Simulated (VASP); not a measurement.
# SiC (rocksalt type) (Fm-3m) in VASP: further runs

SiC (rocksalt type) is run at these levels: PBE; tasks: single point, relaxation of cell and atoms.

All numbers are computed with VASP 6.6.1; they aren't measurements. Logs are shortened: lines on timing, memory, paths and dates and some standing lists are left out, and cuts for length are marked.

## (1) The cell of the first run

It takes space group Fm-3m (No. 225, cubic). The conventional cell has a = 3.600 Å, b = 3.600 Å, c = 3.600 Å, α = 90.00°, β = 90.00°, γ = 90.00°. Within 2.4 Å of Si (site symmetry m-3m) lie 6 C at 1.80 Å. C (site symmetry m-3m) has 6 Si at 1.80 Å within 2.4 Å.

## (2) Single point, PBE

File INCAR:

```
PREC = Accurate
ENCUT = 520
EDIFF = 1E-6
ISMEAR = -1
SIGMA = 0.05
LREAL = F
LASPH = T
NELM = 80
ALGO = Normal
ISIF = 2
LWAVE = F
LCHARG = F
GGA = PE
NBANDS = 11
```

File KPOINTS:

```
Automatic mesh
0
Gamma
  17 17 17
```

File POSCAR:

```
SiC
1.0
    0.0000000000      1.7999475071      1.7999475071
    1.7999475071      0.0000000000      1.7999475071
    1.7999475071      1.7999475071      0.0000000000
Si C
1 1
Direct
    0.0000000000      0.0000000000      0.0000000000
    0.5000000000      0.5000000000      0.5000000000
```

Potentials or basis: VASP PAW PBE potentials, release 64 (Si, C).

Run with:

```bash
cat potpaw_PBE.64/Si/POTCAR potpaw_PBE.64/C/POTCAR > POTCAR
mpirun -np 1 vasp_std > vasp.out
```

OUTCAR:

```text
PREC = Accurate
   ENCUT = 520
   EDIFF = 1E-6
   ISMEAR = -1
   LREAL = F
   LASPH = T
   NELM = 80
   ISIF = 2
   GGA = PE

 ion  position               nearest neighbor table
   1  0.000  0.000  0.000-   2 1.80   2 1.80   2 1.80   2 1.80   2 1.80   2 1.80
   2  0.500  0.500  0.500-   1 1.80   1 1.80   1 1.80   1 1.80   1 1.80   1 1.80

  LATTYP: Found a face centered cubic cell.
 ALAT       =     3.5998950142

  Lattice vectors:

 A1 = (   0.0000000000,   1.7999475071,   1.7999475071)
 A2 = (   1.7999475071,   0.0000000000,   1.7999475071)
 A3 = (   1.7999475071,   1.7999475071,   0.0000000000)

Analysis of symmetry for initial positions (statically):
=====================================================================
 Subroutine PRICEL returns:
 Original cell was already a primitive cell.

 Routine SETGRP: Setting up the symmetry group for a
 face centered cubic supercell.

 Subroutine GETGRP returns: Found 48 space group operations
 (whereof 48 operations were pure point group operations)
 out of a pool of 48 trial point group operations.

The static configuration has the point symmetry O_h .

Analysis of symmetry for dynamics (positions and initial velocities):
=====================================================================
 Subroutine PRICEL returns:
 Original cell was already a primitive cell.

 Routine SETGRP: Setting up the symmetry group for a
 face centered cubic supercell.

 Subroutine GETGRP returns: Found 48 space group operations
 (whereof 48 operations were pure point group operations)
 out of a pool of 48 trial point group operations.

The dynamic configuration has the point symmetry O_h .

 Subroutine INISYM returns: Found 48 space group operations
 (whereof 48 operations are pure point group operations),
 and found     1 'primitive' translations

----------------------------------------------------------------------------------------

                                     Primitive cell

  volume of cell :      11.6630

  direct lattice vectors                    reciprocal lattice vectors
     0.000000000  1.799947507  1.799947507    -0.277785879  0.277785879  0.277785879
     1.799947507  0.000000000  1.799947507     0.277785879 -0.277785879  0.277785879
     1.799947507  1.799947507  0.000000000     0.277785879  0.277785879 -0.277785879

  length of vectors
     2.545510176  2.545510176  2.545510176     0.481139256  0.481139256  0.481139256

  position of ions in fractional coordinates (direct lattice)
     0.000000000  0.000000000  0.000000000
     0.500000000  0.500000000  0.500000000

  ion indices of the primitive-cell ions
   primitive index   ion index
                 1           1
                 2           2

----------------------------------------------------------------------------------------

 KPOINTS: Automatic mesh

Automatic generation of k-mesh.
 Grid dimensions read from file:
 generate k-points for:   17   17   17

 Generating k-lattice:

  Cartesian coordinates                     Fractional coordinates (reciprocal lattice)
    -0.016340346  0.016340346  0.016340346     0.058823529  0.000000000  0.000000000
     0.016340346 -0.016340346  0.016340346     0.000000000  0.058823529  0.000000000
     0.016340346  0.016340346 -0.016340346     0.000000000  0.000000000  0.058823529

  Length of vectors
     0.028302309  0.028302309  0.028302309

  Shift w.r.t. Gamma in fractional coordinates (k-lattice)
     0.000000000  0.000000000  0.000000000

 Subroutine IBZKPT returns following result:
 ===========================================

 Found    165 irreducible k-points:

 Following reciprocal coordinates:
            Coordinates               Weight
  0.000000  0.000000  0.000000      1.000000
  0.058824  0.000000  0.000000      8.000000
  0.117647  0.000000  0.000000      8.000000
  0.176471  0.000000  0.000000      8.000000
  0.235294  0.000000  0.000000      8.000000
  0.294118  0.000000  0.000000      8.000000
[... 16 lines left out ...]
 -0.176471  0.058824  0.000000     24.000000
 -0.117647  0.058824  0.000000     24.000000
 [... further k-points ...]
   k-points           NKPTS =    165   k-points in BZ     NKDIM =    165   number of bands    NBANDS=     11
   number of dos      NEDOS =    301   number of ions     NIONS =      2
   total plane-waves  NPLWV =   8000
   dimension x,y,z NGX =    20 NGY =   20 NGZ =   20
   dimension x,y,z NGXF=    40 NGYF=   40 NGZF=   40
   ions per type =               1   1
   NGX,Y,Z   is equivalent  to a cutoff of  13.06, 13.06, 13.06 a.u.
   NGXF,Y,Z  is equivalent  to a cutoff of  26.12, 26.12, 26.12 a.u.
 SYSTEM =  unknown system
   PREC   = accura    normal or accurate (medium, high low for compatibility)
   ISTART =      0    job   : 0-new  1-cont  2-samecut
   ICHARG =      2    charge: 1-file 2-atom 10-const
   ISPIN  =      1    spin polarized calculation?
   LNONCOLLINEAR =      F non collinear calculations
   LSORBIT =      F    spin-orbit coupling
   LASPH  =      T    aspherical Exc in radial PAW
   ENCUT  =  520.0 eV  38.22 Ry    6.18 a.u.   4.73  4.73  4.73*2*pi/ulx,y,z
   NELM   =     80;   NELMIN=  2; NELMDL= -5     # of ELM steps
   EDIFF  = 0.1E-05   stopping-criterion for ELM
   LREAL  =      F    real-space projection
   EDIFFG = 0.1E-04   stopping-criterion for IOM
   NSW    =      0    number of steps for IOM
   IBRION =     -1    ionic relax: 0-MD 1-quasi-New 2-CG
   NFREE  =      0    steps in history (QN), initial steepest desc. (CG)
   ISIF   =      2    stress and relaxation
   ISYM   =      2    0-nonsym 1-usesym 2-fastsym
   POTIM  = 0.5000    time-step for ionic-motion
   TEBEG  =    0.0;   TEEND  =   0.0 temperature during run
   PSTRESS=    0.0 pullay stress
   NELECT =       8.0000    total number of electrons
   NUPDOWN=      -1.0000    fix difference up-down
   EMIN   =  10.00;   EMAX   =-10.00  energy-range for DOS
   EFERMI =   0.00;   METHOD = LEGACY
   ISMEAR =    -1;   SIGMA  =   0.05  broadening in eV -4-tet -1-fermi 0-gaus
   EFERMI_NEDOS =   21; number of points for ismear=-14 and -15
   IALGO  =     38    algorithm
   IMIX   =      4    mixing-type and parameters
     AMIX     =   0.40;   BMIX     =  1.00
     AMIX_MAG =   1.60;   BMIX_MAG =  1.00
  volume/ion in A,a.u.               =       5.83        39.35
  Fermi-wavevector in a.u.,A,eV,Ry     =   1.443782  2.728353 28.361436  2.084507
  Thomas-Fermi vector in A             =   2.562151
   LORBIT       =      0    0 simple, 1 ext, 2 COOP (PROOUT), +10 PAW based schemes
   GGA     = PE    functional components
[... 5 lines left out ...]
 non-spin polarized calculation
  energy-cutoff  :      520.00
  volume of cell :       11.66
 maximum number of plane-waves:       331
   NGX =  9   NGY =  9   NGZ =  9

 number of electron       8.0000000 magnetization

 Free energy of the ion-electron system (eV)
  ---------------------------------------------------
  ext. energy  EPLUGINS =         0.00000000
  ---------------------------------------------------
  free energy    TOTEN  =       -11.38465145 eV

  energy without entropy =      -11.38464804  energy(sigma->0) =      -11.38464974

 E-fermi :  18.9544     XC(G=0): -14.3639

 val. band max:       18.6109478908   @ k =   0.0000   0.0000   0.0000
 cond. band min:      19.2729664772   @ k =   0.4706   0.4706   0.0000
 fundamental gap:      0.6620185865
 Fermi energy:        18.9543748843

 k-point     1 :       0.0000    0.0000    0.0000
  band No.  band energies     occupation
      1      -4.4499      2.00000
      2      18.6109      1.99792
      3      18.6109      1.99792
      4      18.6109      1.99792
      5      27.5833      0.00000
      6      27.5833      0.00000
      7      27.5833      0.00000
      8      33.4959      0.00000
      9      34.3020      0.00000
     10      34.3020      0.00000
     11      34.8311      0.00000

 k-point     2 :       0.0588    0.0000    0.0000
  band No.  band energies     occupation
      1      -4.3440      2.00000
      2      18.0160      2.00000
      3      18.4959      1.99979
      4      18.4959      1.99979
      5      27.4638      0.00000
      6      27.8181      0.00000
      7      27.8181      0.00000
      8      33.2625      0.00000
      9      33.2625      0.00000
     10      33.6372      0.00000
     11      35.6230      0.00000

 k-point     3 :       0.1176    0.0000    0.0000
  band No.  band energies     occupation
      1      -4.0269      2.00000
      2      16.4813      2.00000
      3      18.1939      2.00000
      4      18.1939      2.00000
      5      27.2362      0.00000
      6      28.3849      0.00000
      7      28.3849      0.00000
      8      31.9349      0.00000
      9      31.9349      0.00000
     10      34.0509      0.00000
     11      35.8565      0.00000

 k-point     4 :       0.1765    0.0000    0.0000
  band No.  band energies     occupation
      1      -3.5005      2.00000
      2      14.4532      2.00000
      3      17.7958      2.00000
      4      17.7958      2.00000
      5      27.0367      0.00000
      6      28.6540      0.00000
      7      28.6540      0.00000
      8      31.4773      0.00000
      9      31.4773      0.00000
     10      34.6373      0.00000
     11      35.3208      0.00000
[... 239 lines left out ...]
 k-point    22 :      -0.2353    0.0588    0.0000
  band No.  band energies     occupation
      1      -2.3870      2.00000
      2      11.5707      2.00000
      3      16.2869      2.00000
      4      17.6324      2.00000
      5      27.0582      0.00000
      6      27.4351      0.00000
      7      28.0190      0.00000
      8      31.7838      0.00000
      9      33.6415      0.00000
     10      34.8902      0.00000
     11      36.4953      0.00000

 k-point    23 :      -0.1765    0.0588    0.0000
  band No.  band energies     occupation
      1      -3.1861      2.00000
      2      13.7741      2.00000
      3      16.6805      2.00000
      4      18.0555      2.00000
      5      27.0427      0.00000
      6      28.2154      0.00000
      7      28.8850      0.00000
      8      30.4463      0.00000
      9      32.5193      0.00000
     10      35.2099      0.00000
     11      35.8801      0.00000

 k-point    24 :      -0.1176    0.0588    0.0000
  band No.  band energies     occupation
      1      -3.7810      2.00000
      2      15.8480      2.00000
      3      17.1600      2.00000
      4      18.3967      1.99997
      5      27.0498      0.00000
      6      28.3307      0.00000
      7      29.1707      0.00000
      8      30.4190      0.00000
      9      32.3168      0.00000
     10      34.5054      0.00000
     11      36.3540      0.00000

 [... further k-points ...]

------------------------ aborting loop because EDIFF is reached ----------------------------------------

  FORCE on cell =-STRESS in cart. coord.  units (eV):
  Direction    XX          YY          ZZ          XY          YZ          ZX
  --------------------------------------------------------------------------------------
  -------------------------------------------------------------------------------------
  Total       13.8075191     13.8075191     13.8075191     -0.0000000     -0.0000000      0.0000000
  in kB     1896.7789404   1896.7789404   1896.7789404     -0.0000000     -0.0000000      0.0000000
  external PRESSURE =    1896.7789404 kB  Pullay stress =       0.0000000 kB

 VOLUME and BASIS-vectors are now :
 -----------------------------------------------------------------------------
  energy-cutoff  :      520.00
  volume of cell :       11.66
      direct lattice vectors                 reciprocal lattice vectors
     0.000000000  1.799947507  1.799947507    -0.277785879  0.277785879  0.277785879
     1.799947507  0.000000000  1.799947507     0.277785879 -0.277785879  0.277785879
     1.799947507  1.799947507  0.000000000     0.277785879  0.277785879 -0.277785879

 POSITION                                       TOTAL-FORCE (eV/Angst)
 -----------------------------------------------------------------------------------
      0.00000      0.00000      0.00000        -0.000000      0.000000      0.000000
      1.79995      1.79995      1.79995         0.000000     -0.000000     -0.000000
 -----------------------------------------------------------------------------------
    total drift:                                0.000000      0.000000      0.000000

  FREE ENERGIE OF THE ION-ELECTRON SYSTEM (eV)
  ---------------------------------------------------
  free  energy   TOTEN  =       -11.3846514481 eV

  energy  without entropy=      -11.3846480414  energy(sigma->0) =      -11.38464974
```

Wall time 8.8 s (1 thread of AMD EPYC 9R45 (Zen 5), shared host); peak memory 0.1 GiB.

Results:

```
Free energy            : -11.3847 eV
Pressure               : 189.7 GPa
Band gap on the k mesh : 0.66 eV, indirect (least direct gap 6.49 eV)
```

## (3) Relaxation of cell and atoms, PBE, target pressure 190 GPa, at which the enthalpy is minimised

File INCAR:

```
SYSTEM = SiC
ALGO     = Normal         ! electronic algorithm
EDIFF    = 1E-7           ! SCF threshold, eV
EDIFFG   = -0.005         ! ionic threshold
ENCUT    = 600            ! plane-wave cutoff, eV
GGA      = PE             ! functional
IBRION   = 2              ! ionic algorithm
ISIF     = 3              ! what is computed and relaxed
ISMEAR   = -1             ! smearing method
LASPH    = .TRUE.         ! aspherical terms in the spheres
LCHARG   = .FALSE.        ! write CHGCAR
LREAL    = .FALSE.        ! projectors in reciprocal space
LWAVE    = .FALSE.        ! write WAVECAR
NELM     = 60             ! most SCF steps
NSW      = 32             ! ionic steps
PREC     = Accurate       ! precision mode
PSTRESS  = 1900.0       
SIGMA    = 0.05           ! smearing width, eV
```

File KPOINTS:

```
k-points
0
G
  17 17 17
  0 0 0
```

POSCAR is that of step 2.

Potentials or basis: VASP PAW PBE potentials, release 64 (Si, C).

Run with:

```bash
cat potpaw_PBE.64/Si/POTCAR potpaw_PBE.64/C/POTCAR > POTCAR
mpirun -np 1 vasp_std > vasp.out
```

Run time: 18 s. Hardware: 1 thread of AMD EPYC 9R45 (Zen 5), shared host; peak memory 0.1 GiB.

The run converged. Its results:

```
Free energy                                            : -11.3771 eV
Relaxed volume                                         : 5.83 Å³/atom
Relaxed cell                                           : a = 2.545 Å, b = 2.545 Å, c = 2.545 Å, α = 60.00°, β = 60.00°, γ = 60.00°
Space group after relaxing (to 0.05 Å)                 : Fm-3m (No. 225)
Energy change on relaxing (the enthalpy is what falls) : +5.3 meV/atom
Ionic steps                                            : 3
Pressure after relaxing                                : 190.0 GPa
Band gap on the k mesh                                 : 0.66 eV, indirect (least direct gap 6.49 eV)
```

The path:
| step | energy change (eV) | largest force (eV/Å) | pressure (GPa) | volume (Å³) |
| --- | --- | --- | --- | --- |
| 1 | 0.0000 | 0.0000 | 189.33 | 11.66 |
| 2 | 0.0493 | 0.0000 | 192.55 | 11.62 |
| 3 | 0.0107 | 0.0000 | 190.02 | 11.65 |

Final structure:
```yaml
crystal:
  lattice:
    - [0.00000, 1.79948, 1.79948]
    - [1.79948, 0.00000, 1.79948]
    - [1.79948, 1.79948, 0.00000]
  atoms:
    - { symbol: Si, position: [0.00000, 0.00000, 0.00000] }
    - { symbol: C, position: [0.50000, 0.50000, 0.50000] }
```

Levels at points of the mesh, in eV from the valence-band top:
| k point | band 1 | band 2 | band 3 | band 4 | band 5 | band 6 | band 7 | band 8 |
| --- | --- | --- | --- | --- | --- | --- | --- | --- |
| (0.00, 0.00, 0.00) | -23.07 | 0.00 | 0.00 | 0.00 | 8.97 | 8.97 | 8.97 | 14.90 |

Caveat: the cell is relaxed towards a set pressure, so the enthalpy falls and the energy may rise.
